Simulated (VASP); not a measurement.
# GaP in VASP: single point with PBEsol

Aim: the single point of GaP with PBEsol.

Everything below comes from runs of VASP 6.6.1. Logs are shortened: lines on timing, memory, paths and dates and some standing lists are left out, and cuts for length are marked.

### Step 1. The cell of the first run

The cell holds a slab with vacuum, 6 atoms: a = 3.846 Å, b = 5.438 Å, c = 18.846 Å, α = 90.00°, β = 90.00°, γ = 90.00°.

### Step 2. Single point, PBEsol

File INCAR:

```
  PREC = Accurate
  ENCUT = 520
  EDIFF = 1E-7
  ISMEAR = 0
  SIGMA = 0.05
  LREAL = False
  LASPH = True
  NELM = 80
  ALGO = Normal
  ISIF = 2
  LWAVE = False
  LCHARG = True
  LDIPOL = True
  IDIPOL = 3
  DIPOL = 0.5 0.5 0.500
  GGA = PS
  LELF = True
  LVHAR = True
  LVACPOTAV = True
  NBANDS = 36
```

File KPOINTS:

```
regular mesh
0
Gamma
  7 5 1
```

File POSCAR:

```
GaP
1.0
    3.8455650120      0.0000000000      0.0000000000
    0.0000000000      5.4384501950      0.0000000000
    0.0000000000      0.0000000000     18.8455650120
Ga P
3 3
Direct
    0.5000000000      0.5000000000      0.3979716180
    0.0000000000      0.0000000000      0.5000000000
    0.5000000000      0.5000000000      0.6020283820
    0.0000000000      0.7500000000      0.3979716180
    0.5000000000      0.2500000000      0.5000000000
    0.0000000000      0.7500000000      0.6020283820
```

Potentials or basis: VASP PAW PBE potentials, release 64 (Ga_d, P).

The run is started by

```sh
$ cat potpaw_PBE.64/Ga_d/POTCAR potpaw_PBE.64/P/POTCAR > POTCAR
$ mpirun -np 1 vasp_std > vasp.out
```

OUTCAR:

```text
PREC = Accurate
   ENCUT = 520
   EDIFF = 1E-7
   ISMEAR = 0
   LREAL = False
   LASPH = True
   NELM = 80
   ISIF = 2
   GGA = PS

 ion  position               nearest neighbor table
   1  0.500  0.500  0.398-   4 2.35   4 2.35   5 2.35
   2  0.000  0.000  0.500-   5 2.35   5 2.35   6 2.35   4 2.35
   3  0.500  0.500  0.602-   6 2.35   6 2.35   5 2.35
   4  0.000  0.750  0.398-   1 2.35   1 2.35   2 2.35
   5  0.500  0.250  0.500-   2 2.35   2 2.35   3 2.35   1 2.35
   6  0.000  0.750  0.602-   3 2.35   3 2.35   2 2.35

  LATTYP: Found a simple orthorhombic cell.
 ALAT       =     3.8455650120
 B/A-ratio  =     1.4142135624
 C/A-ratio  =     4.9005971693

  Lattice vectors:

 A1 = (   3.8455650120,   0.0000000000,   0.0000000000)
 A2 = (   0.0000000000,   5.4384501950,   0.0000000000)
 A3 = (   0.0000000000,   0.0000000000,  18.8455650120)

Analysis of symmetry for initial positions (statically):
=====================================================================
 Subroutine PRICEL returns:
 Original cell was already a primitive cell.

 Routine SETGRP: Setting up the symmetry group for a
 simple orthorhombic supercell.

 Subroutine GETGRP returns: Found  4 space group operations
 (whereof  4 operations were pure point group operations)
 out of a pool of  8 trial point group operations.

The static configuration has the point symmetry C_2v.

Analysis of symmetry for dynamics (positions and initial velocities):
=====================================================================
 Subroutine PRICEL returns:
 Original cell was already a primitive cell.

 Routine SETGRP: Setting up the symmetry group for a
 simple orthorhombic supercell.

 Subroutine GETGRP returns: Found  4 space group operations
 (whereof  4 operations were pure point group operations)
 out of a pool of  8 trial point group operations.

The dynamic configuration has the point symmetry C_2v.

 Subroutine INISYM returns: Found  4 space group operations
 (whereof  4 operations are pure point group operations),
 and found     1 'primitive' translations

----------------------------------------------------------------------------------------

                                     Primitive cell

  volume of cell :     394.1345

  direct lattice vectors                    reciprocal lattice vectors
     3.845565012  0.000000000  0.000000000     0.260039811  0.000000000  0.000000000
     0.000000000  5.438450195  0.000000000     0.000000000  0.183875914  0.000000000
     0.000000000  0.000000000 18.845565012     0.000000000  0.000000000  0.053062882

  length of vectors
     3.845565012  5.438450195 18.845565012     0.260039811  0.183875914  0.053062882

  position of ions in fractional coordinates (direct lattice)
     0.500000000  0.500000000  0.397971618
     0.000000000  0.000000000  0.500000000
     0.500000000  0.500000000  0.602028382
     0.000000000  0.750000000  0.397971618
     0.500000000  0.250000000  0.500000000
     0.000000000  0.750000000  0.602028382

  ion indices of the primitive-cell ions
   primitive index   ion index
                 1           1
                 2           2
                 3           3
                 4           4
                 5           5
                 6           6

----------------------------------------------------------------------------------------

 KPOINTS: regular mesh

Automatic generation of k-mesh.
 Grid dimensions read from file:
 generate k-points for:    7    5    1

 Generating k-lattice:

  Cartesian coordinates                     Fractional coordinates (reciprocal lattice)
     0.037148544  0.000000000  0.000000000     0.142857143  0.000000000  0.000000000
     0.000000000  0.036775183  0.000000000     0.000000000  0.200000000  0.000000000
     0.000000000  0.000000000  0.053062882     0.000000000  0.000000000  1.000000000

  Length of vectors
     0.037148544  0.036775183  0.053062882

  Shift w.r.t. Gamma in fractional coordinates (k-lattice)
     0.000000000  0.000000000  0.000000000

 Subroutine IBZKPT returns following result:
 ===========================================

 Found     12 irreducible k-points:

 Following reciprocal coordinates:
            Coordinates               Weight
  0.000000  0.000000  0.000000      1.000000
  0.142857  0.000000  0.000000      2.000000
  0.285714  0.000000  0.000000      2.000000
  0.428571  0.000000  0.000000      2.000000
  0.000000  0.200000  0.000000      2.000000
  0.142857  0.200000  0.000000      4.000000
  0.285714  0.200000  0.000000      4.000000
  0.428571  0.200000  0.000000      4.000000
  0.000000  0.400000  0.000000      2.000000
  0.142857  0.400000  0.000000      4.000000
  0.285714  0.400000  0.000000      4.000000
  0.428571  0.400000  0.000000      4.000000
   k-points           NKPTS =     12   k-points in BZ     NKDIM =     12   number of bands    NBANDS=     36
   number of dos      NEDOS =    301   number of ions     NIONS =      6
   total plane-waves  NPLWV = 168000
   dimension x,y,z NGX =    30 NGY =   40 NGZ =  140
   dimension x,y,z NGXF=    60 NGYF=   80 NGZF=  280
   ions per type =               3   3
   NGX,Y,Z   is equivalent  to a cutoff of  12.97, 12.23, 12.35 a.u.
   NGXF,Y,Z  is equivalent  to a cutoff of  25.94, 24.45, 24.70 a.u.
 SYSTEM =  unknown system
   PREC   = accura    normal or accurate (medium, high low for compatibility)
   ISTART =      0    job   : 0-new  1-cont  2-samecut
   ICHARG =      2    charge: 1-file 2-atom 10-const
   ISPIN  =      1    spin polarized calculation?
   LNONCOLLINEAR =      F non collinear calculations
   LSORBIT =      F    spin-orbit coupling
   LASPH  =      T    aspherical Exc in radial PAW
   ENCUT  =  520.0 eV  38.22 Ry    6.18 a.u.   7.15 10.11 35.04*2*pi/ulx,y,z
   NELM   =     80;   NELMIN=  2; NELMDL= -5     # of ELM steps
   EDIFF  = 0.1E-06   stopping-criterion for ELM
   LREAL  =      F    real-space projection
   EDIFFG = 0.1E-05   stopping-criterion for IOM
   NSW    =      0    number of steps for IOM
   IBRION =     -1    ionic relax: 0-MD 1-quasi-New 2-CG
   NFREE  =      0    steps in history (QN), initial steepest desc. (CG)
   ISIF   =      2    stress and relaxation
   ISYM   =      2    0-nonsym 1-usesym 2-fastsym
   POTIM  = 0.5000    time-step for ionic-motion
   TEBEG  =    0.0;   TEEND  =   0.0 temperature during run
   PSTRESS=    0.0 pullay stress
   NELECT =      54.0000    total number of electrons
   NUPDOWN=      -1.0000    fix difference up-down
   EMIN   =  10.00;   EMAX   =-10.00  energy-range for DOS
   EFERMI =   0.00;   METHOD = LEGACY
   ISMEAR =     0;   SIGMA  =   0.05  broadening in eV -4-tet -1-fermi 0-gaus
   EFERMI_NEDOS =   21; number of points for ismear=-14 and -15
   IALGO  =     38    algorithm
   IMIX   =      4    mixing-type and parameters
     AMIX     =   0.40;   BMIX     =  1.00
     AMIX_MAG =   1.60;   BMIX_MAG =  1.00
  volume/ion in A,a.u.               =      65.69       443.29
  Fermi-wavevector in a.u.,A,eV,Ry     =   0.843965  1.594863  9.691123  0.712277
  Thomas-Fermi vector in A             =   1.958918
   LORBIT       =      0    0 simple, 1 ext, 2 COOP (PROOUT), +10 PAW based schemes
   GGA     = PS    functional components
   LHFCALC =     F    Hartree Fock is set to
   AEXX    =    0.0000 exact exchange contribution
   IVDW    =     0    specifies the selected vdW correction
   LEPSILON=     F    determine dielectric tensor
   LRPA    =     F    only Hartree local field effects (RPA)
 non-spin polarized calculation
 Gauss-broadening in eV      SIGMA  =   0.05
  energy-cutoff  :      520.00
  volume of cell :      394.13
 maximum number of plane-waves:     10626
 NGX is ok and might be reduce to    30
   NGX = 15   NGY = 21   NGZ = 71

 dipolmoment           0.000000      0.000000     -0.000000 electrons x Angstroem

 number of electron      54.0000034 magnetization

 dipolmoment           0.000000      0.000000      0.000000 electrons x Angstroem

 Free energy of the ion-electron system (eV)
  ---------------------------------------------------
  ext. energy  EPLUGINS =         0.00000000
  ---------------------------------------------------
  free energy    TOTEN  =       -26.01603309 eV

  energy without entropy =      -26.00645558  energy(sigma->0) =      -26.01124434

 E-fermi :  -1.9386     XC(G=0):  -3.9022

 val. band max:       -1.9551788201   @ k =   0.4286   0.4000   0.0000
 cond. band min:      -1.9308734515   @ k =   0.4286   0.4000   0.0000
 fundamental gap:      0.0243053686
 Fermi energy:        -1.9385806201

 k-point     1 :       0.0000    0.0000    0.0000
  band No.  band energies     occupation
      1     -16.8845      2.00000
      2     -16.8365      2.00000
      3     -16.8271      2.00000
      4     -16.8187      2.00000
      5     -16.7729      2.00000
      6     -16.7696      2.00000
[... 28 lines left out ...]
     35       2.8657      0.00000
     36       2.9276      0.00000

 k-point     2 :       0.1429    0.0000    0.0000
  band No.  band energies     occupation
      1     -16.8844      2.00000
      2     -16.8338      2.00000
      3     -16.8244      2.00000
      4     -16.8191      2.00000
      5     -16.7813      2.00000
      6     -16.7780      2.00000
[... 28 lines left out ...]
     35       3.0045      0.00000
     36       3.0512      0.00000

 k-point     3 :       0.2857    0.0000    0.0000
  band No.  band energies     occupation
      1     -16.8855      2.00000
      2     -16.8285      2.00000
      3     -16.8249      2.00000
      4     -16.8187      2.00000
      5     -16.7979      2.00000
      6     -16.7889      2.00000
[... 28 lines left out ...]
     35       3.2359      0.00000
     36       3.6743      0.00000
[... 274 lines left out ...]
 k-point    11 :       0.2857    0.4000    0.0000
  band No.  band energies     occupation
      1     -16.8817      2.00000
      2     -16.8285      2.00000
      3     -16.8252      2.00000
      4     -16.8166      2.00000
      5     -16.7989      2.00000
      6     -16.7875      2.00000
[... 28 lines left out ...]
     35       3.8010      0.00000
     36       3.9193      0.00000

 k-point    12 :       0.4286    0.4000    0.0000
  band No.  band energies     occupation
      1     -16.8815      2.00000
      2     -16.8286      2.00000
      3     -16.8272      2.00000
      4     -16.8175      2.00000
      5     -16.8093      2.00000
      6     -16.7905      2.00000
[... 28 lines left out ...]
     35       3.6623      0.00000
     36       4.0269      0.00000

------------------------ aborting loop because EDIFF is reached ----------------------------------------

  FORCE on cell =-STRESS in cart. coord.  units (eV):
  Direction    XX          YY          ZZ          XY          YZ          ZX
  --------------------------------------------------------------------------------------
  -------------------------------------------------------------------------------------
  Total       -2.6386392     -3.6340896      1.5403014      0.0000000      0.0000000      0.0000000
  in kB      -10.7262057    -14.7727632      6.2614054      0.0000000      0.0000000      0.0000000
  external PRESSURE =      -6.4125212 kB  Pullay stress =       0.0000000 kB

 VOLUME and BASIS-vectors are now :
 -----------------------------------------------------------------------------
  energy-cutoff  :      520.00
  volume of cell :      394.13
      direct lattice vectors                 reciprocal lattice vectors
     3.845565012  0.000000000  0.000000000     0.260039811  0.000000000  0.000000000
     0.000000000  5.438450195  0.000000000     0.000000000  0.183875914  0.000000000
     0.000000000  0.000000000 18.845565012     0.000000000  0.000000000  0.053062882

 POSITION                                       TOTAL-FORCE (eV/Angst)
 -----------------------------------------------------------------------------------
      1.92278      2.71923      7.50000         0.000000      1.386507      0.972048
      0.00000      0.00000      9.42278         0.000000     -0.659766      0.000000
      1.92278      2.71923     11.34557         0.000000      1.386507     -0.972048
      0.00000      4.07884      7.50000         0.000000     -0.609708     -1.376147
      1.92278      1.35961      9.42278         0.000000     -0.893833      0.000000
      0.00000      4.07884     11.34557        -0.000000     -0.609708      1.376147
 -----------------------------------------------------------------------------------
    total drift:                                0.000000     -0.000201      0.000000

  FREE ENERGIE OF THE ION-ELECTRON SYSTEM (eV)
  ---------------------------------------------------
  free  energy   TOTEN  =       -26.0160330948 eV

  energy  without entropy=      -26.0064555757  energy(sigma->0) =      -26.01124434

 vacuum level on the upper side and lower side of the slab         2.961         2.961
```

Run time: 8.5 min. Hardware: 1 thread of AMD EPYC 7R43 (Zen 3), shared host; peak memory 0.43 GiB.

What came out:

- Free energy: -26.0160 eV
- Largest force: 1.693 eV/Å
- Band gap on the k mesh: 0.02 eV, direct

Forces on the atoms (eV/Å):
```
Ga   0.000  1.387  0.972
Ga   0.000 -0.660  0.000
Ga   0.000  1.387 -0.972
P    0.000 -0.610 -1.376
P    0.000 -0.894  0.000
P    0.000 -0.610  1.376
```

Levels at points of the mesh, in eV from the valence-band top:
```csv
k point,band 24,band 25,band 26,band 27,band 28,band 29,band 30,band 31
"(0.00, 0.00, 0.00)",-1.09,-0.95,-0.69,-0.24,0.34,2.06,2.06,3.18
```

Caveat: the PAW data sets were made with another functional, which shifts forces and pressure a little.
